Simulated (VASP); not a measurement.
# Cu (P6_3/mmc) in VASP: a series of runs

Runs on Cu. Level: PBEsol. Tasks: relaxation of cell and atoms.

Everything below comes from runs of VASP 6.6.1. Logs are shortened: lines on timing, memory, paths and dates and some standing lists are left out, and cuts for length are marked.

**1. The cell of the first run**

It takes space group P6_3/mmc (No. 194, hexagonal). The conventional cell has a = 2.534 Å, b = 2.534 Å, c = 4.113 Å, α = 90.00°, β = 90.00°, γ = 120.00°. Cu (site symmetry -6m2) has 12 Cu at 2.52 to 2.53 Å within 3.3 Å.

This isn't the form of Cu at room conditions, which is fcc.

**2. Relaxation of cell and atoms, PBEsol, target pressure 10 GPa, at which the enthalpy is minimised**

INCAR

```
ALGO = Normal
EDIFF = 1E-6
EDIFFG = -0.005
ENCUT = 600
GGA = PS
IBRION = 2
ISIF = 3
ISMEAR = -1
LASPH = True
LCHARG = False
LREAL = False
LWAVE = False
NELM = 100
NSW = 80
PREC = Accurate
PSTRESS = 100.0
SIGMA = 0.05
```

KPOINTS

```
k-points
0
Gamma
  12 12 7
```

POSCAR

```
Cu
1.0
    2.5340966698      0.0000000000      0.0000000000
   -1.2670483349      2.1945920917      0.0000000000
    0.0000000000      0.0000000000      4.1125710000
Cu
2
Direct
    0.6666666667      0.3333333333      0.7500000000
    0.3333333333      0.6666666667      0.2500000000
```

Potentials or basis: VASP PAW PBE potentials, release 64 (Cu).

Command:

```
$ cat potpaw_PBE.64/Cu/POTCAR > POTCAR
$ mpirun -np 1 vasp_std > vasp.out
```

OUTCAR:

```text
EDIFF = 1E-6
   EDIFFG = -0.005
   ENCUT = 600
   GGA = PS
   IBRION = 2
   ISIF = 3
   ISMEAR = -1
   LASPH = True
   LREAL = False
   NELM = 100
   NSW = 80
   PREC = Accurate
   PSTRESS = 100.0

 ion  position               nearest neighbor table
   1  0.667  0.333  0.750-   2 2.52   2 2.52   2 2.52   2 2.52   2 2.52   2 2.52
   2  0.333  0.667  0.250-   1 2.52   1 2.52   1 2.52   1 2.52   1 2.52   1 2.52

  LATTYP: Found a hexagonal cell.
 ALAT       =     2.5340966698
 C/A-ratio  =     1.6228942838

  Lattice vectors:

 A1 = (   2.5340966698,   0.0000000000,   0.0000000000)
 A2 = (  -1.2670483349,   2.1945920917,   0.0000000000)
 A3 = (   0.0000000000,   0.0000000000,   4.1125710000)

Analysis of symmetry for initial positions (statically):
=====================================================================
 Subroutine PRICEL returns:
 Original cell was already a primitive cell.

 Routine SETGRP: Setting up the symmetry group for a
 hexagonal supercell.

 Subroutine GETGRP returns: Found 24 space group operations
 (whereof 12 operations were pure point group operations)
 out of a pool of 24 trial point group operations.

The static configuration has the point symmetry D_3d.
 The point group associated with its full space group is D_6h.

Analysis of symmetry for dynamics (positions and initial velocities):
=====================================================================
 Subroutine PRICEL returns:
 Original cell was already a primitive cell.

 Routine SETGRP: Setting up the symmetry group for a
 hexagonal supercell.

 Subroutine GETGRP returns: Found 24 space group operations
 (whereof 12 operations were pure point group operations)
 out of a pool of 24 trial point group operations.

The dynamic configuration has the point symmetry D_3d.
 The point group associated with its full space group is D_6h.

 Subroutine INISYM returns: Found 24 space group operations
 (whereof 12 operations are pure point group operations),
 and found     1 'primitive' translations

----------------------------------------------------------------------------------------

                                     Primitive cell

  volume of cell :      22.8713

  direct lattice vectors                    reciprocal lattice vectors
     2.534096670  0.000000000  0.000000000     0.394617937  0.227832772  0.000000000
    -1.267048335  2.194592092  0.000000000     0.000000000  0.455665544  0.000000000
     0.000000000  0.000000000  4.112571000     0.000000000  0.000000000  0.243156896

  length of vectors
     2.534096670  2.534096670  4.112571000     0.455665544  0.455665544  0.243156896

  position of ions in fractional coordinates (direct lattice)
     0.666666667  0.333333333  0.750000000
     0.333333333  0.666666667  0.250000000

  ion indices of the primitive-cell ions
   primitive index   ion index
                 1           1
                 2           2

----------------------------------------------------------------------------------------

 KPOINTS: k-points

Automatic generation of k-mesh.
 Grid dimensions read from file:
 generate k-points for:   12   12    7

 Generating k-lattice:

  Cartesian coordinates                     Fractional coordinates (reciprocal lattice)
     0.032884828  0.018986064  0.000000000     0.083333333 -0.000000000  0.000000000
     0.000000000  0.037972129  0.000000000     0.000000000  0.083333333  0.000000000
     0.000000000  0.000000000  0.034736699     0.000000000  0.000000000  0.142857143

  Length of vectors
     0.037972129  0.037972129  0.034736699

  Shift w.r.t. Gamma in fractional coordinates (k-lattice)
     0.000000000  0.000000000  0.000000000

 Subroutine IBZKPT returns following result:
 ===========================================

 Found     76 irreducible k-points:

 Following reciprocal coordinates:
            Coordinates               Weight
  0.000000  0.000000  0.000000      1.000000
  0.083333  0.000000  0.000000      6.000000
  0.166667  0.000000  0.000000      6.000000
  0.250000 -0.000000  0.000000      6.000000
  0.333333 -0.000000  0.000000      6.000000
  0.416667 -0.000000  0.000000      6.000000
[... 16 lines left out ...]
  0.250000 -0.000000  0.142857     12.000000
  0.333333 -0.000000  0.142857     12.000000
 [... further k-points ...]
   k-points           NKPTS =     76   k-points in BZ     NKDIM =     76   number of bands    NBANDS=     15
   number of dos      NEDOS =    301   number of ions     NIONS =      2
   total plane-waves  NPLWV =  14400
   dimension x,y,z NGX =    20 NGY =   20 NGZ =   36
   dimension x,y,z NGXF=    40 NGYF=   40 NGZF=   72
   ions per type =               2
   NGX,Y,Z   is equivalent  to a cutoff of  13.12, 13.12, 14.55 a.u.
   NGXF,Y,Z  is equivalent  to a cutoff of  26.24, 26.24, 29.11 a.u.
 SYSTEM =  unknown system
   PREC   = accura    normal or accurate (medium, high low for compatibility)
   ISTART =      0    job   : 0-new  1-cont  2-samecut
   ICHARG =      2    charge: 1-file 2-atom 10-const
   ISPIN  =      1    spin polarized calculation?
   LNONCOLLINEAR =      F non collinear calculations
   LSORBIT =      F    spin-orbit coupling
   LASPH  =      T    aspherical Exc in radial PAW
   ENCUT  =  600.0 eV  44.10 Ry    6.64 a.u.   5.06  5.06  8.21*2*pi/ulx,y,z
   NELM   =    100;   NELMIN=  2; NELMDL= -5     # of ELM steps
   EDIFF  = 0.1E-05   stopping-criterion for ELM
   LREAL  =      F    real-space projection
   EDIFFG = -.5E-02   stopping-criterion for IOM
   NSW    =     80    number of steps for IOM
   IBRION =      2    ionic relax: 0-MD 1-quasi-New 2-CG
   NFREE  =      1    steps in history (QN), initial steepest desc. (CG)
   ISIF   =      3    stress and relaxation
   ISYM   =      2    0-nonsym 1-usesym 2-fastsym
   POTIM  = 0.5000    time-step for ionic-motion
   TEBEG  =    0.0;   TEEND  =   0.0 temperature during run
   PSTRESS=  100.0 pullay stress
   NELECT =      22.0000    total number of electrons
   NUPDOWN=      -1.0000    fix difference up-down
   EMIN   =  10.00;   EMAX   =-10.00  energy-range for DOS
   EFERMI =   0.00;   METHOD = LEGACY
   ISMEAR =    -1;   SIGMA  =   0.05  broadening in eV -4-tet -1-fermi 0-gaus
   EFERMI_NEDOS =   21; number of points for ismear=-14 and -15
   IALGO  =     38    algorithm
   IMIX   =      4    mixing-type and parameters
     AMIX     =   0.40;   BMIX     =  1.00
     AMIX_MAG =   1.60;   BMIX_MAG =  1.00
  volume/ion in A,a.u.               =      11.44        77.17
  Fermi-wavevector in a.u.,A,eV,Ry     =   1.616041  3.053874 35.532800  2.611587
  Thomas-Fermi vector in A             =   2.710691
   LORBIT       =      0    0 simple, 1 ext, 2 COOP (PROOUT), +10 PAW based schemes
   GGA     = PS    functional components
   LHFCALC =     F    Hartree Fock is set to
   AEXX    =    0.0000 exact exchange contribution
   IVDW    =     0    specifies the selected vdW correction
   LEPSILON=     F    determine dielectric tensor
   LRPA    =     F    only Hartree local field effects (RPA)
 conjugate gradient relaxation of ions
 non-spin polarized calculation
  energy-cutoff  :      600.00
  volume of cell :       22.87
 maximum number of plane-waves:       774
   NGX = 11   NGY = 11   NGZ = 17

--------------------------------------- Ionic step        1  -------------------------------------------

 number of electron      21.9999991 magnetization

 Free energy of the ion-electron system (eV)
  ---------------------------------------------------
  ext. energy  EPLUGINS =         0.00000000
  ---------------------------------------------------
  free energy    TOTEN  =        -8.58730719 eV

  energy without entropy =       -8.57940311  energy(sigma->0) =       -8.58335515

------------------------ aborting loop because EDIFF is reached ----------------------------------------

  FORCE on cell =-STRESS in cart. coord.  units (eV):
  Direction    XX          YY          ZZ          XY          YZ          ZX
  --------------------------------------------------------------------------------------
  -------------------------------------------------------------------------------------
  Total       -0.1096636     -0.1096636     -0.0626638      0.0000000     -0.0000000      0.0000000
  in kB       -7.6821489     -7.6821489     -4.3897178      0.0000000     -0.0000000      0.0000000
  external PRESSURE =    -106.5846719 kB  Pullay stress =     100.0000000 kB

 VOLUME and BASIS-vectors are now :
 -----------------------------------------------------------------------------
  energy-cutoff  :      600.00
  volume of cell :       22.87
      direct lattice vectors                 reciprocal lattice vectors
     2.534096670  0.000000000  0.000000000     0.394617937  0.227832772  0.000000000
    -1.267048335  2.194592092  0.000000000     0.000000000  0.455665544  0.000000000
     0.000000000  0.000000000  4.112571000     0.000000000  0.000000000  0.243156896
[... 274 lines left out ...]
  FREE ENERGIE OF THE ION-ELECTRON SYSTEM (eV)
  ---------------------------------------------------
  free  energy   TOTEN  =        -8.5520871461 eV

  energy  without entropy=       -8.5443194663  energy(sigma->0) =       -8.54820331

  enthalpy is  TOTEN    =        -7.2051075218 eV   P V=        1.3469796243

--------------------------------------- Ionic step        9  -------------------------------------------

 number of electron      21.9999991 magnetization

 Free energy of the ion-electron system (eV)
  ---------------------------------------------------
  ext. energy  EPLUGINS =         0.00000000
  ---------------------------------------------------
  free energy    TOTEN  =        -8.55176677 eV

  energy without entropy =       -8.54400021  energy(sigma->0) =       -8.54788349

 E-fermi :   8.5279     XC(G=0): -13.4450

 val. band max:        8.5266779872   @ k =   0.3333   0.1667   0.2857
 cond. band min:       8.5515609305   @ k =   0.5000  -0.0000   0.0000
 fundamental gap:      0.0248829433
 Fermi energy:         8.5279278200

 k-point     1 :       0.0000    0.0000    0.0000
  band No.  band energies     occupation
      1      -1.5298      2.00000
      2       2.9461      2.00000
      3       5.2590      2.00000
      4       5.3191      2.00000
      5       5.3191      2.00000
      6       5.5632      2.00000
      7       5.5632      2.00000
      8       5.8795      2.00000
      9       5.8795      2.00000
     10       6.7467      2.00000
     11       6.7467      2.00000
     12       7.2874      2.00000
     13      12.8282      0.00000
     14      30.6056      0.00000
     15      31.6165      0.00000
[... 397 lines left out ...]
 k-point    24 :       0.3333   -0.0000    0.1429
  band No.  band energies     occupation
      1       1.9177      2.00000
      2       3.7563      2.00000
      3       4.0571      2.00000
      4       4.7145      2.00000
      5       5.3096      2.00000
      6       5.4151      2.00000
      7       5.6747      2.00000
      8       6.4665      2.00000
      9       6.5036      2.00000
     10       6.5279      2.00000
     11       6.8581      2.00000
     12      11.3156      0.00000
     13      15.7819      0.00000
     14      17.0144      0.00000
     15      22.5924      0.00000

 [... further k-points ...]
[... 5 lines left out ...]
  --------------------------------------------------------------------------------------
  -------------------------------------------------------------------------------------
  Total        1.3532464      1.3532464      1.3521237     -0.0000000      0.0000000      0.0000000
  in kB      100.4890763    100.4890763    100.4057014     -0.0000000      0.0000000      0.0000000
  external PRESSURE =       0.4612847 kB  Pullay stress =     100.0000000 kB

 VOLUME and BASIS-vectors are now :
 -----------------------------------------------------------------------------
  energy-cutoff  :      600.00
  volume of cell :       21.58
      direct lattice vectors                 reciprocal lattice vectors
     2.482407923  0.000000000 -0.000000000     0.402834680  0.232576711 -0.000000000
    -1.241203961  2.149828324  0.000000000    -0.000000000  0.465153421 -0.000000000
     0.000000000  0.000000000  4.042887856     0.000000000 -0.000000000  0.247347944

 POSITION                                       TOTAL-FORCE (eV/Angst)
 -----------------------------------------------------------------------------------
      1.24120      0.71661      3.03217         0.000000      0.000000      0.000000
     -0.00000      1.43322      1.01072        -0.000000     -0.000000      0.000000
 -----------------------------------------------------------------------------------
    total drift:                               -0.000000      0.000000     -0.000000

  FREE ENERGIE OF THE ION-ELECTRON SYSTEM (eV)
  ---------------------------------------------------
  free  energy   TOTEN  =        -8.5517667659 eV

  energy  without entropy=       -8.5440002097  energy(sigma->0) =       -8.54788349

  enthalpy is  TOTEN    =        -7.2051065149 eV   P V=        1.3466602510

 reached required accuracy - stopping structural energy minimisation
```

Wall time 2.4 min (1 thread of Intel Xeon 8259CL, shared host); peak memory 0.16 GiB.

What came out:

```yaml
Free_energy: -8.5518 eV
Relaxed_volume: 10.79 Å³/atom
Relaxed_cell: a = 2.482 Å, b = 2.482 Å, c = 4.043 Å, α = 90.00°, β = 90.00°, γ = 120.00°
Space_group_after_relaxing_to_0.1_Å: P6_3/mmc (No. 194)
Energy_change_on_relaxing_the_run_minimises_the_enthalpy: +17.8 meV/atom
Ionic_steps: 9
Pressure_after_relaxing: 10.0 GPa
Band_gap_on_the_k_mesh: zero (bands 11 and 12 overlap by 6.19 eV)
```

Step by step:
| step | energy change (eV) | largest force (eV/Å) | pressure (GPa) | volume (Å³) |
| --- | --- | --- | --- | --- |
| 1 | 0.0000 | 0.0000 | -0.66 | 22.87 |
| 2 | 0.1498 | 0.0000 | 22.98 | 20.44 |
| 3 | 0.0346 | 0.0000 | 9.94 | 21.59 |
| 4 | 0.0362 | 0.0000 | 10.12 | 21.57 |
| 5 | 0.0361 | 0.0000 | 10.17 | 21.57 |
| 6 | 0.0362 | 0.0000 | 10.14 | 21.57 |
| 7 | 0.0343 | 0.0000 | 9.86 | 21.60 |
| 8 | 0.0352 | 0.0000 | 9.93 | 21.58 |
| 9 | 0.0355 | 0.0000 | 10.05 | 21.58 |

Final structure:
```
Cu
1.0
     2.48241    0.00000    0.00000
    -1.24120    2.14983    0.00000
     0.00000    0.00000    4.04289
Cu
2
Direct
  0.66667 0.33333 0.75000
  0.33333 0.66667 0.25000
```

Levels at points of the mesh, in eV from the Fermi level:
```tsv
k point	band 8	band 9	band 10	band 11	band 12	band 13	band 14	band 15
(0.00, 0.00, 0.00)	-2.65	-2.65	-1.78	-1.78	-1.24	4.30	22.08	23.09
(0.50, 0.00, 0.00)	-1.68	-1.62	-1.56	0.02	1.77	8.21	8.71	11.29
```

Caveat: the cell is relaxed towards a set pressure, so the run minimises the enthalpy, not the energy; the PAW data sets were made with another functional, which shifts forces and pressure a little.

**3. Relaxation of cell and atoms, PBEsol, target pressure 20 GPa, at which the enthalpy is minimised**

INCAR

```
PREC     = Accurate       # precision mode
ENCUT    = 600            # plane-wave cutoff, eV
EDIFF    = 1E-7           # SCF threshold, eV
ISMEAR   = -1             # smearing method
SIGMA    = 0.05           # smearing width, eV
LREAL    = F              # projectors in reciprocal space
LASPH    = T              # aspherical terms in the spheres
NELM     = 100            # most SCF steps
ALGO     = Normal         # electronic algorithm
ISIF     = 3              # what is computed and relaxed
LWAVE    = F              # write WAVECAR
LCHARG   = F              # write CHGCAR
GGA      = PS             # functional
IBRION   = 2              # ionic algorithm
NSW      = 80             # ionic steps
EDIFFG   = -0.005         # ionic threshold
PSTRESS  = 200.0
```

KPOINTS

```
Automatic mesh
0
Gamma
  12 12 7
```

POSCAR is that of step 2.

Potentials or basis: VASP PAW PBE potentials, release 64 (Cu).

Command:

```
$ cat potpaw_PBE.64/Cu/POTCAR > POTCAR
$ mpirun -np 1 vasp_std > vasp.out
```

Run time: 2.7 min. Hardware: 1 thread of Intel Xeon 8259CL, shared host; peak memory 0.17 GiB.

The run converged. Its results:

```yaml
Free_energy: -8.4683 eV
Relaxed_volume: 10.34 Å³/atom
Relaxed_cell: a = 2.447 Å, b = 2.447 Å, c = 3.987 Å, α = 90.00°, β = 90.00°, γ = 120.00°
Space_group_after_relaxing_to_0.1_Å: P6_3/mmc (No. 194)
Energy_change_on_relaxing_the_run_minimises_the_enthalpy: +59.5 meV/atom
Ionic_steps: 8
Pressure_after_relaxing: 20.0 GPa
Band_gap_on_the_k_mesh: zero (bands 11 and 12 overlap by 6.38 eV)
```

Step by step:
```tsv
step	energy change (eV)	largest force (eV/Å)	pressure (GPa)	volume (Å³)
1	0.0000	0.0000	-0.63	22.87
2	0.6763	0.0000	60.69	18.33
3	0.1123	0.0000	19.32	20.73
4	0.1180	0.0000	19.90	20.68
5	0.1233	0.0000	20.43	20.64
6	0.1140	0.0000	19.50	20.71
7	0.1170	0.0000	19.80	20.69
8	0.1190	0.0000	19.98	20.67
```

Final structure:
```cif
data_structure
_symmetry_space_group_name_H-M 'P 1'
_symmetry_Int_Tables_number 1
_cell_length_a 2.4470
_cell_length_b 2.4470
_cell_length_c 3.9869
_cell_angle_alpha 90.000
_cell_angle_beta 90.000
_cell_angle_gamma 120.000
_cell_volume 20.67
loop_
_atom_site_label
_atom_site_type_symbol
_atom_site_fract_x
_atom_site_fract_y
_atom_site_fract_z
_atom_site_occupancy
Cu1 Cu 0.66667 0.33333 0.75000 1
Cu2 Cu 0.33333 0.66667 0.25000 1
```

Levels at points of the mesh, in eV from the Fermi level:
| k point | band 9 | band 10 | band 11 | band 12 | band 13 | band 14 |
| --- | --- | --- | --- | --- | --- | --- |
| (0.00, 0.00, 0.00) | -2.76 | -1.84 | -1.84 | -1.38 | 4.53 | 22.42 |
| (0.50, 0.00, 0.00) | -1.66 | -1.61 | 0.02 | 1.86 | 8.42 | 8.98 |

Caveat: the cell is relaxed towards a set pressure, so the run minimises the enthalpy, not the energy; the PAW data sets were made with another functional, which shifts forces and pressure a little.

**4. Relaxation of cell and atoms, PBEsol, target pressure 30 GPa, at which the enthalpy is minimised**

INCAR

```
PREC = Accurate ; ENCUT = 600
EDIFF = 1E-6 ; ISMEAR = -1
SIGMA = 0.05 ; LREAL = F
LASPH = T ; NELM = 80
ALGO = Normal ; ISIF = 3
LWAVE = F ; LCHARG = F
GGA = PS ; IBRION = 2
NSW = 80 ; EDIFFG = -0.005
PSTRESS = 300.0
```

KPOINTS

```
regular mesh
0
Gamma
  12 12 7
```

POSCAR is that of step 3.

Command:

```
$ cat potpaw_PBE.64/Cu/POTCAR > POTCAR
$ mpirun -np 1 vasp_std > vasp.out
```

Run time: 4.1 min. Hardware: 1 thread of Intel Xeon 8259CL, shared host; peak memory 0.16 GiB.

Results (log left out):

```yaml
Free_energy: -8.3552 eV
Relaxed_volume: 9.97 Å³/atom
Relaxed_cell: a = 2.417 Å, b = 2.417 Å, c = 3.942 Å, α = 90.00°, β = 90.00°, γ = 120.00°
Space_group_after_relaxing_to_0.1_Å: P6_3/mmc (No. 194)
Energy_change_on_relaxing_the_run_minimises_the_enthalpy: +116.1 meV/atom
Ionic_steps: 12
Pressure_after_relaxing: 30.0 GPa
Band_gap_on_the_k_mesh: zero (bands 11 and 12 overlap by 6.55 eV)
```

Step by step:
```csv
step,energy change (eV),largest force (eV/Å),pressure (GPa),volume (Å³)
1,0.0000,0.0000,-0.66,22.87
2,1.7670,0.0000,122.65,16.37
3,0.2059,0.0000,27.73,20.09
4,0.2267,0.0000,29.61,19.97
5,0.2370,0.0000,30.41,19.92
6,0.2246,0.0000,29.22,19.98
7,0.2280,0.0000,29.79,19.97
8,0.2274,0.0000,29.67,19.97
9,0.2326,0.0000,30.26,19.94
10,0.2313,0.0000,29.87,19.95
11,0.2316,0.0000,29.95,19.95
12,0.2321,0.0000,29.99,19.94
```

Final structure:
```
Cu
1.0
     2.41697    0.00000    0.00000
    -1.20849    2.09316    0.00000
     0.00000    0.00000    3.94223
Cu
2
Direct
  0.66667 0.33333 0.75000
  0.33333 0.66667 0.25000
```

Levels at points of the mesh, in eV from the Fermi level:
| k point | band 8 | band 9 | band 10 | band 11 | band 12 | band 13 | band 14 | band 15 |
| --- | --- | --- | --- | --- | --- | --- | --- | --- |
| (0.00, 0.00, 0.00) | -2.87 | -2.87 | -1.90 | -1.90 | -1.52 | 4.72 | 22.70 | 24.41 |
| (0.50, 0.00, 0.00) | -1.77 | -1.71 | -1.65 | 0.01 | 1.94 | 8.60 | 9.21 | 11.80 |

Caveat: the cell is relaxed towards a set pressure, so the run minimises the enthalpy, not the energy; the PAW data sets were made with another functional, which shifts forces and pressure a little.

**5. Overview**

| cell | gap on the mesh (eV) | pressure (GPa) |
| --- | --- | --- |
| relaxed to 10 GPa | none | 10.0 |
| relaxed to 20 GPa | none | 20.0 |
| relaxed to 30 GPa | none | 30.0 |

Alike in all rows: task relaxation of cell and atoms; level PBEsol; potentials or basis VASP PAW PBE potentials, release 64 (Cu); no spin polarisation; k mesh 12 × 12 × 7; cutoff (eV) 600; smearing fermi-dirac 0.05 eV.

Caveats: the cell is relaxed towards a set pressure, so the run minimises the enthalpy, not the energy; the PAW data sets were made with another functional, which shifts forces and pressure a little.

Total energies depend on the potentials used, so only differences within one code and one set of settings carry meaning.
